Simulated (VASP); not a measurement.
# MgO (Periclase) (Fm-3m) in VASP: settings compared

Aim: see how the results for MgO (Periclase) move with the level of theory and the settings. Levels: PBE, r2SCAN. Tasks: single point.

Everything below comes from runs of VASP 6.6.1. Logs are shortened: lines on timing, memory, paths and dates and some standing lists are left out, and cuts for length are marked.

**Experimental background.**

“Electronic structure of alkaline earth and post-transition metal oxides”, 2009, arxiv:0908.1581 quotes, for a bulk crystal of MgO: band gap 7.83 eV.

The runs below are set against these values where they give the same quantity.

### 1 The cell of the first run

It takes space group Fm-3m (No. 225, cubic). The conventional cell has a = 4.204 Å, b = 4.204 Å, c = 4.204 Å, α = 90.00°, β = 90.00°, γ = 90.00°. Within 2.8 Å of Mg (site symmetry m-3m) lie 6 O at 2.10 Å. O (site symmetry m-3m) has 6 Mg at 2.10 Å within 2.8 Å.

### 2 Single point, PBE

Input file INCAR:

```
PREC     = Accurate       # precision mode
ENCUT    = 600            # plane-wave cutoff, eV
EDIFF    = 1E-6           # SCF threshold, eV
ISMEAR   = 0              # smearing method
SIGMA    = 0.01           # smearing width, eV
LREAL    = F              # projectors in reciprocal space
LASPH    = T              # aspherical terms in the spheres
NELM     = 120            # most SCF steps
ALGO     = Normal         # electronic algorithm
ISIF     = 2              # what is computed and relaxed
LWAVE    = F              # write WAVECAR
LCHARG   = F              # write CHGCAR
GGA      = PE             # functional
NBANDS   = 11             # bands
GGA_COMPAT= F
```

Input file KPOINTS:

```
Automatic mesh
0
Gamma
  10 10 10
```

Input file POSCAR:

```
MgO
1.0
    0.0000000000      2.1021680266      2.1021680266
    2.1021680266      0.0000000000      2.1021680266
    2.1021680266      2.1021680266      0.0000000000
Mg O
1 1
Direct
    0.0000000000      0.0000000000      0.0000000000
    0.5000000000      0.5000000000      0.5000000000
```

Potentials or basis: VASP PAW PBE potentials, release 64 (Mg, O).

Launch:

```console
$ cat potpaw_PBE.64/Mg/POTCAR potpaw_PBE.64/O/POTCAR > POTCAR
$ mpirun -np 1 vasp_std > vasp.out
```

OUTCAR:

```text
PREC = Accurate
   ENCUT = 600
   EDIFF = 1E-6
   ISMEAR = 0
   LREAL = F
   LASPH = T
   NELM = 120
   ISIF = 2
   GGA = PE

 ion  position               nearest neighbor table
   1  0.000  0.000  0.000-   2 2.10   2 2.10   2 2.10   2 2.10   2 2.10   2 2.10
   2  0.500  0.500  0.500-   1 2.10   1 2.10   1 2.10   1 2.10   1 2.10   1 2.10

  LATTYP: Found a face centered cubic cell.
 ALAT       =     4.2043360532

  Lattice vectors:

 A1 = (   0.0000000000,   2.1021680266,   2.1021680266)
 A2 = (   2.1021680266,   0.0000000000,   2.1021680266)
 A3 = (   2.1021680266,   2.1021680266,   0.0000000000)

Analysis of symmetry for initial positions (statically):
=====================================================================
 Subroutine PRICEL returns:
 Original cell was already a primitive cell.

 Routine SETGRP: Setting up the symmetry group for a
 face centered cubic supercell.

 Subroutine GETGRP returns: Found 48 space group operations
 (whereof 48 operations were pure point group operations)
 out of a pool of 48 trial point group operations.

The static configuration has the point symmetry O_h .

Analysis of symmetry for dynamics (positions and initial velocities):
=====================================================================
 Subroutine PRICEL returns:
 Original cell was already a primitive cell.

 Routine SETGRP: Setting up the symmetry group for a
 face centered cubic supercell.

 Subroutine GETGRP returns: Found 48 space group operations
 (whereof 48 operations were pure point group operations)
 out of a pool of 48 trial point group operations.

The dynamic configuration has the point symmetry O_h .

 Subroutine INISYM returns: Found 48 space group operations
 (whereof 48 operations are pure point group operations),
 and found     1 'primitive' translations

----------------------------------------------------------------------------------------

                                     Primitive cell

  volume of cell :      18.5794

  direct lattice vectors                    reciprocal lattice vectors
     0.000000000  2.102168027  2.102168027    -0.237849684  0.237849684  0.237849684
     2.102168027  0.000000000  2.102168027     0.237849684 -0.237849684  0.237849684
     2.102168027  2.102168027  0.000000000     0.237849684  0.237849684 -0.237849684

  length of vectors
     2.972914534  2.972914534  2.972914534     0.411967737  0.411967737  0.411967737

  position of ions in fractional coordinates (direct lattice)
     0.000000000  0.000000000  0.000000000
     0.500000000  0.500000000  0.500000000

  ion indices of the primitive-cell ions
   primitive index   ion index
                 1           1
                 2           2

----------------------------------------------------------------------------------------

 KPOINTS: Automatic mesh

Automatic generation of k-mesh.
 Grid dimensions read from file:
 generate k-points for:   10   10   10

 Generating k-lattice:

  Cartesian coordinates                     Fractional coordinates (reciprocal lattice)
    -0.023784968  0.023784968  0.023784968     0.100000000  0.000000000  0.000000000
     0.023784968 -0.023784968  0.023784968     0.000000000  0.100000000  0.000000000
     0.023784968  0.023784968 -0.023784968     0.000000000  0.000000000  0.100000000

  Length of vectors
     0.041196774  0.041196774  0.041196774

  Shift w.r.t. Gamma in fractional coordinates (k-lattice)
     0.000000000  0.000000000  0.000000000

 Subroutine IBZKPT returns following result:
 ===========================================

 Found     47 irreducible k-points:

 Following reciprocal coordinates:
            Coordinates               Weight
  0.000000  0.000000  0.000000      1.000000
  0.100000  0.000000  0.000000      8.000000
  0.200000  0.000000  0.000000      8.000000
  0.300000  0.000000  0.000000      8.000000
  0.400000  0.000000  0.000000      8.000000
  0.500000  0.000000  0.000000      4.000000
[... 16 lines left out ...]
  0.300000  0.300000  0.000000      6.000000
  0.400000  0.300000  0.000000     24.000000
 [... further k-points ...]
   k-points           NKPTS =     47   k-points in BZ     NKDIM =     47   number of bands    NBANDS=     11
   number of dos      NEDOS =    301   number of ions     NIONS =      2
   total plane-waves  NPLWV =  13824
   dimension x,y,z NGX =    24 NGY =   24 NGZ =   24
   dimension x,y,z NGXF=    48 NGYF=   48 NGZF=   48
   ions per type =               1   1
   NGX,Y,Z   is equivalent  to a cutoff of  13.42, 13.42, 13.42 a.u.
   NGXF,Y,Z  is equivalent  to a cutoff of  26.84, 26.84, 26.84 a.u.
 SYSTEM =  unknown system
   PREC   = accura    normal or accurate (medium, high low for compatibility)
   ISTART =      0    job   : 0-new  1-cont  2-samecut
   ICHARG =      2    charge: 1-file 2-atom 10-const
   ISPIN  =      1    spin polarized calculation?
   LNONCOLLINEAR =      F non collinear calculations
   LSORBIT =      F    spin-orbit coupling
   LASPH  =      T    aspherical Exc in radial PAW
   ENCUT  =  600.0 eV  44.10 Ry    6.64 a.u.   5.94  5.94  5.94*2*pi/ulx,y,z
   NELM   =    120;   NELMIN=  2; NELMDL= -5     # of ELM steps
   EDIFF  = 0.1E-05   stopping-criterion for ELM
   LREAL  =      F    real-space projection
[... 7 lines left out ...]
   TEBEG  =    0.0;   TEEND  =   0.0 temperature during run
   PSTRESS=    0.0 pullay stress
   NELECT =       8.0000    total number of electrons
   NUPDOWN=      -1.0000    fix difference up-down
   EMIN   =  10.00;   EMAX   =-10.00  energy-range for DOS
   EFERMI =   0.00;   METHOD = LEGACY
   ISMEAR =     0;   SIGMA  =   0.01  broadening in eV -4-tet -1-fermi 0-gaus
   EFERMI_NEDOS =   21; number of points for ismear=-14 and -15
   IALGO  =     38    algorithm
   IMIX   =      4    mixing-type and parameters
     AMIX     =   0.40;   BMIX     =  1.00
     AMIX_MAG =   1.60;   BMIX_MAG =  1.00
  volume/ion in A,a.u.               =       9.29        62.69
  Fermi-wavevector in a.u.,A,eV,Ry     =   1.236215  2.336108 20.792804  1.528228
  Thomas-Fermi vector in A             =   2.370833
   LORBIT       =      0    0 simple, 1 ext, 2 COOP (PROOUT), +10 PAW based schemes
   GGA     = PE    functional components
   LHFCALC =     F    Hartree Fock is set to
   AEXX    =    0.0000 exact exchange contribution
   IVDW    =     0    specifies the selected vdW correction
   LEPSILON=     F    determine dielectric tensor
   LRPA    =     F    only Hartree local field effects (RPA)
 non-spin polarized calculation
 Gauss-broadening in eV      SIGMA  =   0.01
  energy-cutoff  :      600.00
  volume of cell :       18.58
 maximum number of plane-waves:       636
   NGX = 11   NGY = 11   NGZ = 11

 number of electron       8.0000004 magnetization

 Free energy of the ion-electron system (eV)
  ---------------------------------------------------
  ext. energy  EPLUGINS =         0.00000000
  ---------------------------------------------------
  free energy    TOTEN  =       -11.90598867 eV

  energy without entropy =      -11.90598867  energy(sigma->0) =      -11.90598867

 E-fermi :   3.3593     XC(G=0): -11.1044

 val. band max:        3.2264300167   @ k =   0.0000   0.0000   0.0000
 cond. band min:       8.0079896075   @ k =   0.0000   0.0000   0.0000
 fundamental gap:      4.7815595908
 Fermi energy:         3.3593255447

 k-point     1 :       0.0000    0.0000    0.0000
  band No.  band energies     occupation
      1     -14.0644      2.00000
      2       3.2264      2.00000
      3       3.2264      2.00000
      4       3.2264      2.00000
      5       8.0080      0.00000
      6      19.0600      0.00000
      7      19.0600      0.00000
      8      19.0600      0.00000
      9      22.9900      0.00000
     10      24.7719      0.00000
     11      24.7719      0.00000

 k-point     2 :       0.1000    0.0000    0.0000
  band No.  band energies     occupation
      1     -13.9578      2.00000
      2       2.5737      2.00000
      3       3.1582      2.00000
      4       3.1582      2.00000
      5       8.6359      0.00000
      6      17.8086      0.00000
      7      19.3020      0.00000
      8      19.3020      0.00000
      9      24.0518      0.00000
     10      24.0518      0.00000
     11      24.6575      0.00000

 k-point     3 :       0.2000    0.0000    0.0000
  band No.  band energies     occupation
      1     -13.6645      2.00000
      2       1.2477      2.00000
      3       2.9856      2.00000
      4       2.9856      2.00000
      5       9.8316      0.00000
      6      16.2974      0.00000
      7      19.7930      0.00000
      8      19.7930      0.00000
      9      23.3619      0.00000
     10      23.3619      0.00000
     11      25.5816      0.00000

 k-point     4 :       0.3000    0.0000    0.0000
  band No.  band energies     occupation
      1     -13.2682      2.00000
      2      -0.0814      2.00000
      3       2.7825      2.00000
      4       2.7825      2.00000
      5      10.7633      0.00000
      6      15.6200      0.00000
      7      19.9186      0.00000
      8      19.9186      0.00000
      9      23.8061      0.00000
     10      23.8061      0.00000
     11      24.9675      0.00000
[... 239 lines left out ...]
 k-point    22 :      -0.2000    0.2000    0.0000
  band No.  band energies     occupation
      1     -13.1506      2.00000
      2       0.1169      2.00000
      3       1.8824      2.00000
      4       2.7786      2.00000
      5      11.7264      0.00000
      6      15.1643      0.00000
      7      18.4018      0.00000
      8      21.0895      0.00000
      9      21.7475      0.00000
     10      24.6573      0.00000
     11      28.1619      0.00000

 k-point    23 :       0.3000    0.3000    0.0000
  band No.  band energies     occupation
      1     -13.0644      2.00000
      2       0.0613      2.00000
      3       2.2840      2.00000
      4       2.2840      2.00000
      5      12.1381      0.00000
      6      13.6734      0.00000
      7      17.7190      0.00000
      8      21.2314      0.00000
      9      21.2314      0.00000
     10      27.4354      0.00000
     11      30.7195      0.00000

 k-point    24 :       0.4000    0.3000    0.0000
  band No.  band energies     occupation
      1     -12.8145      2.00000
      2      -0.3663      2.00000
      3       1.9158      2.00000
      4       2.1359      2.00000
      5      12.8526      0.00000
      6      13.4281      0.00000
      7      16.8889      0.00000
      8      21.4786      0.00000
      9      21.6858      0.00000
     10      28.1835      0.00000
     11      30.3156      0.00000

 [... further k-points ...]

------------------------ aborting loop because EDIFF is reached ----------------------------------------

  FORCE on cell =-STRESS in cart. coord.  units (eV):
  Direction    XX          YY          ZZ          XY          YZ          ZX
  --------------------------------------------------------------------------------------
  -------------------------------------------------------------------------------------
  Total        0.5370558      0.5370558      0.5370558      0.0000000     -0.0000000      0.0000000
  in kB       46.3124455     46.3124455     46.3124455      0.0000000     -0.0000000      0.0000000
  external PRESSURE =      46.3124455 kB  Pullay stress =       0.0000000 kB

 VOLUME and BASIS-vectors are now :
 -----------------------------------------------------------------------------
  energy-cutoff  :      600.00
  volume of cell :       18.58
      direct lattice vectors                 reciprocal lattice vectors
     0.000000000  2.102168027  2.102168027    -0.237849684  0.237849684  0.237849684
     2.102168027  0.000000000  2.102168027     0.237849684 -0.237849684  0.237849684
     2.102168027  2.102168027  0.000000000     0.237849684  0.237849684 -0.237849684

 POSITION                                       TOTAL-FORCE (eV/Angst)
 -----------------------------------------------------------------------------------
      0.00000      0.00000      0.00000         0.000000      0.000000      0.000000
      2.10217      2.10217      2.10217         0.000000      0.000000      0.000000
 -----------------------------------------------------------------------------------
    total drift:                               -0.000000     -0.000000      0.000000

  FREE ENERGIE OF THE ION-ELECTRON SYSTEM (eV)
  ---------------------------------------------------
  free  energy   TOTEN  =       -11.9059886693 eV

  energy  without entropy=      -11.9059886693  energy(sigma->0) =      -11.90598867
```

It took 7.2 s on 1 thread of Intel Xeon Platinum 8488C (Sapphire Rapids), shared host; peak memory 0.14 GiB.

What came out:

| Item | Value |
| --- | --- |
| Free energy | -11.9060 eV |
| Pressure | 4.6 GPa |
| Band gap on the k mesh | 4.78 eV, direct |

As with any semilocal functional, this PBE gap is likely too small.

[end of part 1 of 2]
